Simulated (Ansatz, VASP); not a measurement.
# Si: VASP beside Ansatz

Contents of INCAR:

```
ALGO = Normal
EDIFF = 1E-7
EDIFFG = -0.01
ENCUT = 500
GGA = PE
GGA_COMPAT = F
IBRION = 2
ISIF = 3
ISMEAR = -1
LASPH = T
LCHARG = F
LREAL = F
LWAVE = F
NELM = 120
NELMIN = 4
NSW = 50
PREC = Accurate
SIGMA = 0.02
```

KPOINTS

```
k-points
0
Gamma
  4 4 4
```

POSCAR

```
Si
1.0
    0.0000000000      2.7557250000      2.7557250000
    2.7557250000      0.0000000000      2.7557250000
    2.7557250000      2.7557250000      0.0000000000
Si
2
Direct
    0.0000000000      0.0000000000      0.0000000000
    0.2500000000      0.2500000000      0.2500000000
```

Input for Ansatz:

```yaml
crystal:
  lattice:
  - [0.0, 2.755725, 2.755725]
  - [2.755725, 0.0, 2.755725]
  - [2.755725, 2.755725, 0.0]
  atoms:
  - symbol: Si
    position: [0, 0, 0]
  - symbol: Si
    position: [0.25, 0.25, 0.25]
kpoints:
  mp_grid:
    grid: [4, 4, 4]
    shift: [0, 0, 0]
hamiltonian:
  xc: pbe
  dispersion: none
  pseudopotentials:
    kind: all_electron
    lapw: {}
magnetization: {spin_polarized: false}
scf:
  occupations: {method: fermi_dirac, width: 0.02}
output: {forces: true, stress: true}
relax:
  max_steps: 30
  cell: {}
```

Alike in both runs: task relaxation of cell and atoms; functional PBE; k mesh 4 × 4 × 4; occupations fermi-dirac, width 0.02 eV; no spin polarisation.

```csv
,VASP,Ansatz
version,VASP 6.6.1,Ansatz 0.2 development build
potentials or method,"VASP PAW PBE potentials, release 64 (Si), cutoff 500 eV","all-electron full-potential LAPW, scalar-relativistic"
```

VASP gave:

- relaxed volume (Å³/atom): 20.57
- relaxed cell length with the largest relative difference (Å): 3.875

**Question.** What did Ansatz give for the same quantities?

**Answer.** Relaxed volume (Å³/atom): 20.58; relaxed cell length with the largest relative difference (Å): 3.876.

Ansatz ran all-electron here, and VASP with PAW potentials.

The k mesh is coarse, so the values compare programs but aren't converged.
